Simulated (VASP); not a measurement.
# MgO (Fm-3m) in VASP: further runs, part 2 of 2

VASP 6.6.1.

## Step 3: Elastic constants, LDA

This run uses another cell than the first one, of 8.54 Å³/atom.

INCAR reads:

```
PREC     = Accurate       # precision mode
ENCUT    = 600            # plane-wave cutoff, eV
EDIFF    = 1E-8           # SCF threshold, eV
ISMEAR   = 0              # smearing method
SIGMA    = 0.01           # smearing width, eV
LREAL    = F              # projectors in reciprocal space
LASPH    = T              # aspherical terms in the spheres
NELM     = 60             # most SCF steps
ALGO     = Normal         # electronic algorithm
ISIF     = 3              # what is computed and relaxed
LWAVE    = F              # write WAVECAR
LCHARG   = F              # write CHGCAR
NBANDS   = 11             # bands
IBRION   = 6              # ionic algorithm
NFREE    = 2            
POTIM    = 0.015          # step
NSW      = 1              # ionic steps
```

KPOINTS reads:

```
Automatic mesh
0
Gamma
  10 10 10
```

POSCAR reads:

```
MgO
1.0
    0.0000000000      2.0438260750      2.0438260750
    2.0438260750      0.0000000000      2.0438260750
    2.0438260750      2.0438260750      0.0000000000
Mg O
1 1
Direct
    0.0000000000      0.0000000000      0.0000000000
    0.5000000000      0.5000000000      0.5000000000
```

Potentials or basis: VASP PAW LDA potentials, release 64 (Mg, O).

Started as:

```sh
$ cat potpaw_LDA.64/Mg/POTCAR potpaw_LDA.64/O/POTCAR > POTCAR
$ mpirun -np 1 vasp_std > vasp.out
```

OUTCAR:

```text
PREC = Accurate
   ENCUT = 600
   EDIFF = 1E-8
   ISMEAR = 0
   LREAL = F
   LASPH = T
   NELM = 60
   ISIF = 3
   IBRION = 6
   NFREE = 2
   POTIM = 0.015
   NSW = 1

 ion  position               nearest neighbor table
   1  0.000  0.000  0.000-   2 2.04   2 2.04   2 2.04   2 2.04   2 2.04   2 2.04
   2  0.500  0.500  0.500-   1 2.04   1 2.04   1 2.04   1 2.04   1 2.04   1 2.04

  LATTYP: Found a face centered cubic cell.
 ALAT       =     4.0876521500

  Lattice vectors:

 A1 = (   0.0000000000,   2.0438260750,   2.0438260750)
 A2 = (   2.0438260750,   0.0000000000,   2.0438260750)
 A3 = (   2.0438260750,   2.0438260750,   0.0000000000)

Analysis of symmetry for initial positions (statically):
=====================================================================
 Subroutine PRICEL returns:
 Original cell was already a primitive cell.

 Routine SETGRP: Setting up the symmetry group for a
 face centered cubic supercell.

 Subroutine GETGRP returns: Found 48 space group operations
 (whereof 48 operations were pure point group operations)
 out of a pool of 48 trial point group operations.

The static configuration has the point symmetry O_h .

Analysis of symmetry for dynamics (positions and initial velocities):
=====================================================================
 Subroutine PRICEL returns:
 Original cell was already a primitive cell.
[... 701 lines left out ...]
  in kB       81.1307527     79.9710084     79.9710084     -0.0000000     -0.0000000      0.0000000
  external PRESSURE =      80.3575899 kB  Pullay stress =       0.0000000 kB
[... 17 lines left out ...]
  FREE ENERGIE OF THE ION-ELECTRON SYSTEM (eV)
  ---------------------------------------------------
  free  energy   TOTEN  =       -13.4288306526 eV

  energy  without entropy=      -13.4288306526  energy(sigma->0) =      -13.42883065

 INTERNAL STRAIN TENSORS FROM STRAINED CELLS
 ============================================

 INTERNAL STRAIN TENSOR FOR ION    1 for displacements in x,y,z  (eV/Angst):
          X           Y           Z          XY          YZ          ZX
  --------------------------------------------------------------------------------
  x    -0.00000    -0.00000    -0.00000     0.00000     0.00000    -0.00000
  y    -0.00000    -0.00000     0.00000    -0.00000    -0.00000     0.00000
  z     0.00000     0.00000     0.00000     0.00000     0.00000     0.00000

 INTERNAL STRAIN TENSORS FROM DISPLACED ATOMS
 ============================================

 INTERNAL STRAIN TENSOR FOR ION    1 for displacements in x,y,z  (eV/Angst):
          X           Y           Z          XY          YZ          ZX
  --------------------------------------------------------------------------------
  x     0.00000     0.00000     0.00000     0.00000     0.00000     0.00000
  y     0.00000     0.00000     0.00000     0.00000     0.00000     0.00000
  z     0.00000     0.00000     0.00000     0.00000     0.00000     0.00000

 INTERNAL STRAIN TENSOR FOR ION    2 for displacements in x,y,z  (eV/Angst):
          X           Y           Z          XY          YZ          ZX
  --------------------------------------------------------------------------------
  x     0.00000     0.00000     0.00000     0.00000     0.00000     0.00000
  y     0.00000     0.00000     0.00000     0.00000     0.00000     0.00000
  z     0.00000     0.00000     0.00000     0.00000     0.00000     0.00000

 Eigenvectors and eigenvalues of the dynamical matrix
 ----------------------------------------------------

   1 f  =   13.961761 THz    87.724335 2PiTHz  465.714234 cm-1    57.741180 meV
             X         Y         Z           dx          dy          dz
      0.000000  0.000000  0.000000     0.000000    0.000000   -0.630263
      2.043826  2.043826  2.043826     0.000000    0.000000    0.776382
[... 21 lines left out ...]
   6 f/i=    0.003679 THz     0.023115 2PiTHz    0.122714 cm-1     0.015215 meV
             X         Y         Z           dx          dy          dz
      0.000000  0.000000  0.000000     0.605165   -0.327817   -0.359277
      2.043826  2.043826  2.043826     0.491270   -0.266120   -0.291659

--------------------------------------------------------------------------------------------------------

 ELASTIC MODULI CONTR FROM IONIC RELAXATION (kBar)
 Direction    XX          YY          ZZ          XY          YZ          ZX
 --------------------------------------------------------------------------------
 XX           0.0000      0.0000      0.0000      0.0000      0.0000      0.0000
 YY           0.0000      0.0000      0.0000      0.0000      0.0000      0.0000
 ZZ           0.0000      0.0000      0.0000      0.0000      0.0000      0.0000
 XY           0.0000      0.0000      0.0000      0.0000      0.0000      0.0000
 YZ           0.0000      0.0000      0.0000      0.0000      0.0000      0.0000
 ZX           0.0000      0.0000      0.0000      0.0000      0.0000      0.0000
 --------------------------------------------------------------------------------

 TOTAL ELASTIC MODULI (kBar)
 Direction    XX          YY          ZZ          XY          YZ          ZX
 --------------------------------------------------------------------------------
 XX        4084.8805   1005.5750   1005.5750      0.0000      0.0000     -0.0000
 YY        1005.5750   4084.8805   1005.5750      0.0000     -0.0000     -0.0000
 ZZ        1005.5750   1005.5750   4084.8805      0.0000     -0.0000     -0.0000
 XY           0.0000      0.0000      0.0000   1632.1242      0.0000      0.0000
 YZ           0.0000     -0.0000     -0.0000      0.0000   1632.1242     -0.0000
 ZX          -0.0000     -0.0000     -0.0000      0.0000     -0.0000   1632.1242
 --------------------------------------------------------------------------------
```

stdout:

```text
POSCAR found type information on POSCAR MgO
 POSCAR found :  2 types and       2 ions
 scaLAPACK will be used
 LDA part: xc-table for (Slater(with rela. corr.)+CA(PZ))
 , standard interpolation
 POSCAR, INCAR and KPOINTS ok, starting setup
 FFT: planning ... GRIDC
 FFT: planning ... GRID_SOFT
 FFT: planning ... GRID
 WAVECAR not read
 entering main loop
 Found     2 degrees of freedom:
 Adding 6 more for cell shape distortion
 Finite differences POTIM= 0.01500 DOF=   8
 bond charge predicted
 Finite differences progress:
 bond charge predicted
 Finite differences progress:
 bond charge predicted
 Finite differences progress:
 bond charge predicted
 Finite differences progress:
 bond charge predicted
 Finite differences progress:
 bond charge predicted
 Finite differences progress:
 bond charge predicted
 Finite differences progress:
 bond charge predicted
 Finite differences progress:
 bond charge predicted
 Finite differences progress:
 bond charge predicted
 Finite differences progress:
 bond charge predicted
 Finite differences progress:
 bond charge predicted
 Finite differences progress:
 bond charge predicted
 Finite differences progress:
 bond charge predicted
 Finite differences progress:
 bond charge predicted
 Finite differences progress:
 bond charge predicted
 Finite differences progress:
```

Run time: 5.4 min. Hardware: 1 thread of Intel Xeon 8259CL, shared host; peak memory 0.25 GiB.

Results:

- Elastic constants C11, C12, C44: 408, 101, 163 GPa
- Voigt bulk modulus: 203 GPa
- Highest phonon frequency at Γ, LO-TO splitting left out: 466 cm⁻¹

Phonon frequencies in cm⁻¹ (negative: imaginary):
```csv
q point,frequencies
"(0.000, 0.000, 0.000)",0 0 0 466 466 466
```

Elastic tensor in Voigt notation (GPa, in the Cartesian axes of the cell as first typed):
```
408 101 101   0   0   0
101 408 101   0   0   0
101 101 408   0   0   0
  0   0   0 163   0   0
  0   0   0   0 163   0
  0   0   0   0   0 163
```

Clamped-ion elastic tensor (GPa):
```
408 101 101   0   0   0
101 408 101   0   0   0
101 101 408   0   0   0
  0   0   0 163   0   0
  0   0   0   0 163   0
  0   0   0   0   0 163
```

Caveat: the cell is under stress, which shifts elastic constants.

## Step 4: Elastic constants, LDA

This run uses another cell than the first one, of 8.66 Å³/atom.

INCAR reads:

```
SYSTEM = MgO
ALGO = Normal
EDIFF = 1E-8
ENCUT = 600
GGA = CA
IBRION = 6
ISIF = 3
ISMEAR = 0
LASPH = .True.
LCHARG = .False.
LREAL = .False.
LWAVE = .False.
NBANDS = 11
NELM = 60
NFREE = 2
NSW = 1
POTIM = 0.015
PREC = Accurate
SIGMA = 0.01
```

KPOINTS reads:

```
k-points
0
Gamma
  10 10 10
  0 0 0
```

POSCAR reads:

```
MgO
1.0
    0.0000000000      2.0537103591      2.0537103591
    2.0537103591      0.0000000000      2.0537103591
    2.0537103591      2.0537103591      0.0000000000
Mg O
1 1
Direct
    0.0000000000      0.0000000000      0.0000000000
    0.5000000000      0.5000000000      0.5000000000
```

Potentials or basis: VASP PAW LDA potentials, release 64 (Mg, O).

Started as:

```sh
$ cat potpaw_LDA.64/Mg/POTCAR potpaw_LDA.64/O/POTCAR > POTCAR
$ mpirun -np 1 vasp_std > vasp.out
```

OUTCAR:

```text
SYSTEM = MgO
   EDIFF = 1E-8
   ENCUT = 600
   GGA = CA
   IBRION = 6
   ISIF = 3
   ISMEAR = 0
   LASPH = .True.
   LREAL = .False.
   NELM = 60
   NFREE = 2
   NSW = 1
   POTIM = 0.015
   PREC = Accurate

 ion  position               nearest neighbor table
   1  0.000  0.000  0.000-   2 2.05   2 2.05   2 2.05   2 2.05   2 2.05   2 2.05
   2  0.500  0.500  0.500-   1 2.05   1 2.05   1 2.05   1 2.05   1 2.05   1 2.05

  LATTYP: Found a face centered cubic cell.
 ALAT       =     4.1074207182

  Lattice vectors:

 A1 = (   0.0000000000,   2.0537103591,   2.0537103591)
 A2 = (   2.0537103591,   0.0000000000,   2.0537103591)
 A3 = (   2.0537103591,   2.0537103591,   0.0000000000)

Analysis of symmetry for initial positions (statically):
=====================================================================
 Subroutine PRICEL returns:
 Original cell was already a primitive cell.

 Routine SETGRP: Setting up the symmetry group for a
 face centered cubic supercell.

 Subroutine GETGRP returns: Found 48 space group operations
 (whereof 48 operations were pure point group operations)
 out of a pool of 48 trial point group operations.

The static configuration has the point symmetry O_h .

Analysis of symmetry for dynamics (positions and initial velocities):
=====================================================================
 Subroutine PRICEL returns:
 Original cell was already a primitive cell.

 Routine SETGRP: Setting up the symmetry group for a
 face centered cubic supercell.

 Subroutine GETGRP returns: Found 48 space group operations
 (whereof 48 operations were pure point group operations)
 out of a pool of 48 trial point group operations.

The dynamic configuration has the point symmetry O_h .

 Subroutine INISYM returns: Found 48 space group operations
 (whereof 48 operations are pure point group operations),
 and found     1 'primitive' translations

----------------------------------------------------------------------------------------

                                     Primitive cell

  volume of cell :      17.3240

  direct lattice vectors                    reciprocal lattice vectors
     0.000000000  2.053710359  2.053710359    -0.243461790  0.243461790  0.243461790
     2.053710359  0.000000000  2.053710359     0.243461790 -0.243461790  0.243461790
     2.053710359  2.053710359  0.000000000     0.243461790  0.243461790 -0.243461790

  length of vectors
     2.904385043  2.904385043  2.904385043     0.421688190  0.421688190  0.421688190

  position of ions in fractional coordinates (direct lattice)
[... 237 lines left out ...]

 number of electron       7.9999997 magnetization

------------------------ aborting loop because EDIFF is reached ----------------------------------------
[... 67 lines left out ...]
--------------------------------------- Ionic step       17  -------------------------------------------

 number of electron       7.9999999 magnetization

 Free energy of the ion-electron system (eV)
  ---------------------------------------------------
  ext. energy  EPLUGINS =         0.00000000
  ---------------------------------------------------
  free energy    TOTEN  =       -13.43964473 eV

  energy without entropy =      -13.43964473  energy(sigma->0) =      -13.43964473

 E-fermi :   3.5579     XC(G=0): -11.9607

 val. band max:        3.4753606647   @ k =   0.0000   0.0000   0.0000
 cond. band min:       8.9050707168   @ k =   0.0000   0.0000   0.0000
 fundamental gap:      5.4297100522
 Fermi energy:         3.5578950343

 k-point     1 :       0.0000    0.0000    0.0000
  band No.  band energies     occupation
      1     -13.9396      2.00000
      2       3.4751      2.00000
      3       3.4754      2.00000
      4       3.4754      2.00000
      5       8.9051      0.00000
      6      19.4120      0.00000
      7      19.4126      0.00000
      8      19.4126      0.00000
      9      23.6378      0.00000
     10      25.3779      0.00000
     11      25.3788      0.00000
[... 309 lines left out ...]
 k-point    24 :       0.4000    0.3000    0.0000
  band No.  band energies     occupation
      1     -12.4553      2.00000
      2      -0.4083      2.00000
      3       2.0310      2.00000
      4       2.2761      2.00000
      5      13.3811      0.00000
      6      13.9080      0.00000
      7      17.6127      0.00000
      8      22.3372      0.00000
      9      22.5620      0.00000
     10      28.9825      0.00000
     11      31.7128      0.00000

 [... further k-points ...]
[... 5 lines left out ...]
  --------------------------------------------------------------------------------------
  -------------------------------------------------------------------------------------
  Total        0.5542585      0.5424874      0.5424874     -0.0000000     -0.0000000      0.0000000
  in kB       51.2596190     50.1709882     50.1709882     -0.0000000     -0.0000000      0.0000000
  external PRESSURE =      50.5338652 kB  Pullay stress =       0.0000000 kB
[... 17 lines left out ...]
  FREE ENERGIE OF THE ION-ELECTRON SYSTEM (eV)
  ---------------------------------------------------
  free  energy   TOTEN  =       -13.4396447312 eV

  energy  without entropy=      -13.4396447312  energy(sigma->0) =      -13.43964473

 INTERNAL STRAIN TENSORS FROM STRAINED CELLS
 ============================================

 INTERNAL STRAIN TENSOR FOR ION    1 for displacements in x,y,z  (eV/Angst):
          X           Y           Z          XY          YZ          ZX
  --------------------------------------------------------------------------------
  x     0.00000    -0.00000    -0.00000    -0.00000    -0.00000    -0.00000
  y     0.00000     0.00000     0.00000     0.00000    -0.00000     0.00000
  z     0.00000    -0.00000    -0.00000     0.00000    -0.00000    -0.00000

 INTERNAL STRAIN TENSORS FROM DISPLACED ATOMS
 ============================================

 INTERNAL STRAIN TENSOR FOR ION    1 for displacements in x,y,z  (eV/Angst):
          X           Y           Z          XY          YZ          ZX
  --------------------------------------------------------------------------------
  x     0.00000     0.00000     0.00000     0.00000     0.00000     0.00000
  y     0.00000     0.00000     0.00000     0.00000     0.00000     0.00000
  z     0.00000     0.00000     0.00000     0.00000     0.00000     0.00000

 INTERNAL STRAIN TENSOR FOR ION    2 for displacements in x,y,z  (eV/Angst):
          X           Y           Z          XY          YZ          ZX
  --------------------------------------------------------------------------------
  x     0.00000     0.00000     0.00000     0.00000     0.00000     0.00000
  y     0.00000     0.00000     0.00000     0.00000     0.00000     0.00000
  z     0.00000     0.00000     0.00000     0.00000     0.00000     0.00000

 Eigenvectors and eigenvalues of the dynamical matrix
 ----------------------------------------------------

   1 f  =   13.532879 THz    85.029584 2PiTHz  451.408239 cm-1    55.967463 meV
             X         Y         Z           dx          dy          dz
      0.000000  0.000000  0.000000     0.000000    0.630258    0.000000
      2.053710  2.053710  2.053710     0.000000   -0.776386    0.000000
[... 21 lines left out ...]
   6 f/i=    0.003482 THz     0.021875 2PiTHz    0.116132 cm-1     0.014398 meV
             X         Y         Z           dx          dy          dz
      0.000000  0.000000  0.000000     0.000000    0.000000    0.776386
      2.053710  2.053710  2.053710     0.000000    0.000000    0.630258

--------------------------------------------------------------------------------------------------------

 ELASTIC MODULI CONTR FROM IONIC RELAXATION (kBar)
 Direction    XX          YY          ZZ          XY          YZ          ZX
 --------------------------------------------------------------------------------
 XX           0.0000      0.0000      0.0000      0.0000      0.0000      0.0000
 YY           0.0000      0.0000      0.0000      0.0000      0.0000      0.0000
 ZZ           0.0000      0.0000      0.0000      0.0000      0.0000      0.0000
 XY           0.0000      0.0000      0.0000      0.0000      0.0000      0.0000
 YZ           0.0000      0.0000      0.0000      0.0000      0.0000      0.0000
 ZX           0.0000      0.0000      0.0000      0.0000      0.0000      0.0000
 --------------------------------------------------------------------------------

 TOTAL ELASTIC MODULI (kBar)
 Direction    XX          YY          ZZ          XY          YZ          ZX
 --------------------------------------------------------------------------------
 XX        3846.4126    991.1705    991.1705      0.0000      0.0000     -0.0000
 YY         991.1705   3846.4126    991.1705     -0.0000      0.0000      0.0000
 ZZ         991.1705    991.1705   3846.4126     -0.0000      0.0000      0.0000
 XY           0.0000     -0.0000     -0.0000   1607.9955      0.0000     -0.0000
 YZ           0.0000      0.0000      0.0000      0.0000   1607.9955      0.0000
 ZX          -0.0000      0.0000      0.0000     -0.0000      0.0000   1607.9955
 --------------------------------------------------------------------------------
```

stdout:

```text
POSCAR found type information on POSCAR MgO
 POSCAR found :  2 types and       2 ions
 scaLAPACK will be used
 LDA part: xc-table for (Slater(with rela. corr.)+CA(PZ))
 , standard interpolation
 POSCAR, INCAR and KPOINTS ok, starting setup
 FFT: planning ... GRIDC
 FFT: planning ... GRID_SOFT
 FFT: planning ... GRID
 WAVECAR not read
 entering main loop
 Found     2 degrees of freedom:
 Adding 6 more for cell shape distortion
 Finite differences POTIM= 0.01500 DOF=   8
 bond charge predicted
 Finite differences progress:
 bond charge predicted
 Finite differences progress:
 bond charge predicted
 Finite differences progress:
 bond charge predicted
 Finite differences progress:
 bond charge predicted
 Finite differences progress:
 bond charge predicted
 Finite differences progress:
 bond charge predicted
 Finite differences progress:
 bond charge predicted
 Finite differences progress:
 bond charge predicted
 Finite differences progress:
 bond charge predicted
 Finite differences progress:
 bond charge predicted
 Finite differences progress:
 bond charge predicted
 Finite differences progress:
 bond charge predicted
 Finite differences progress:
 bond charge predicted
 Finite differences progress:
 bond charge predicted
 Finite differences progress:
 bond charge predicted
 Finite differences progress:
```

Wall time 5.5 min (1 thread of Intel Xeon 8259CL, shared host); peak memory 0.25 GiB.

What came out:

```
Elastic constants C11, C12, C44                         : 385, 99, 161 GPa
Voigt bulk modulus                                      : 194 GPa
Highest phonon frequency at Γ, LO-TO splitting left out : 451 cm⁻¹
```

Phonon frequencies in cm⁻¹ (negative: imaginary):
| q point | frequencies |
| --- | --- |
| (0.000, 0.000, 0.000) | 0 0 0 451 451 451 |

Elastic tensor in Voigt notation (GPa, in the Cartesian axes of the cell as first typed):
```
385  99  99   0   0   0
 99 385  99   0   0   0
 99  99 385   0   0   0
  0   0   0 161   0   0
  0   0   0   0 161   0
  0   0   0   0   0 161
```

Clamped-ion elastic tensor (GPa):
```
385  99  99   0   0   0
 99 385  99   0   0   0
 99  99 385   0   0   0
  0   0   0 161   0   0
  0   0   0   0 161   0
  0   0   0   0   0 161
```

Caveat: the cell is under stress, which shifts elastic constants.
